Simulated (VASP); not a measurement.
A run of VASP 6.6.1 is set up as follows.

The input INCAR:

```
SYSTEM = Ge
  ALGO = Normal
  DIPOL = 0.5 0.5 0.500
  EDIFF = 1E-6
  ENCUT = 520
  GGA = PE
  IDIPOL = 3
  ISIF = 2
  ISMEAR = 0
  IVDW = 12
  LASPH = .True.
  LCHARG = .False.
  LDIPOL = .True.
  LREAL = .False.
  LWAVE = .False.
  NBANDS = 21
  NELM = 60
  PREC = Accurate
  SIGMA = 0.1
```

The input KPOINTS:

```
k-points
0
Gamma
  12 12 1
  0 0 0
```

Contents of POSCAR:

```
Ge
1.0
    3.9010000000      0.0000000000      0.0000000000
   -1.9505000000      3.3783651002      0.0000000000
    0.0000000000      0.0000000000     28.0000000000
Ge
2
Direct
    0.3333333333      0.6666666667      0.5130892857
    0.6666666667      0.3333333333      0.4869107143
```

Potentials or basis: VASP PAW PBE potentials, release 64 (Ge_d).

Launch:

```sh
$ cat potpaw_PBE.64/Ge_d/POTCAR > POTCAR
$ mpirun -np 1 vasp_std > vasp.out
```

Task: Estimate the band gap on the k mesh.

Result: Zero (filled and empty bands touch).

Task: What does it give for the dispersion energy per atom?

Result: -0.164 eV.

Forces in eV/Å, atoms in the order of the input:
```
Ge   0.000  0.000  0.022
Ge   0.000  0.000 -0.022
```
